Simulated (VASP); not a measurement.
Wanted: the native input for a VASP 6.6.1 run.

- Task: single point
- Functional: PBE
- Potentials or basis: VASP PAW PBE potentials, release 64 (Cu, O)
- Cutoff: 520 eV
- k mesh: 6 × 6 × 4
- Occupations: gaussian, width 0.1 eV
- Spin: collinear spin, ferromagnetic start
- Starting moments: [1.0, 1.0, 0.0, 0.0] μB
- Dipole correction: no
- Further INCAR settings: ALGO = Normal; EDIFF = 1e-06; NBANDS = 29

The structure of CuO lies in POSCAR:

```
CuO
1.0
    2.3418500400     -1.7113000200      0.0000000000
    2.3418500400      1.7113000200      0.0000000000
   -0.8500300000      0.0000000000      5.0578699100
Cu O
2 2
Direct
    0.0000000000      0.5000000000      0.0000000000
    0.5000000000      0.0000000000      0.5000000000
    0.5816000100      0.4183999900      0.2500000000
    0.4183999900      0.5816000100      0.7500000000
```

The input as run:

INCAR

```
PREC     = Accurate       # precision mode
ENCUT    = 520            # plane-wave cutoff, eV
EDIFF    = 1E-6           # SCF threshold, eV
ISMEAR   = 0              # smearing method
SIGMA    = 0.1            # smearing width, eV
LREAL    = F              # projectors in reciprocal space
LASPH    = T              # aspherical terms in the spheres
NELM     = 150            # most SCF steps
ALGO     = Normal         # electronic algorithm
ISIF     = 2              # what is computed and relaxed
LWAVE    = F              # write WAVECAR
LCHARG   = F              # write CHGCAR
ISPIN    = 2              # spin polarisation
MAGMOM   = 1 1 0 0        # initial moments
LORBIT   = 11             # projections on sites
LMAXMIX  = 4              # l up to which the mixer works
GGA      = PE             # functional
NBANDS   = 29             # bands
```

KPOINTS

```
Automatic mesh
0
Gamma
  6 6 4
```

Potentials or basis: VASP PAW PBE potentials, release 64 (Cu, O).

Launch:

```console
$ cat potpaw_PBE.64/Cu/POTCAR potpaw_PBE.64/O/POTCAR > POTCAR
$ mpirun -np 1 vasp_std > vasp.out
```

Results of the run:

```json
{
 "Pressure": "6.4 GPa",
 "Largest force": "0.246 eV/Å",
 "Band gap on the k mesh": "zero (filled and empty bands overlap)",
 "Net moment": "0.00 μB per cell",
 "Valence electrons inside the program's atomic spheres": "Cu 9.91; O 4.96"
}
```

Caveat: the k points lie up to 0.38 Å⁻¹ apart; semilocal functionals often make such compounds metallic where correlation or magnetic order opens a gap, which also shifts bond lengths.

Run time: 54 s on 1 thread of Intel(R) Xeon(R) Platinum 8559C (Emerald Rapids) (shared host), peak memory 0.22 GiB.
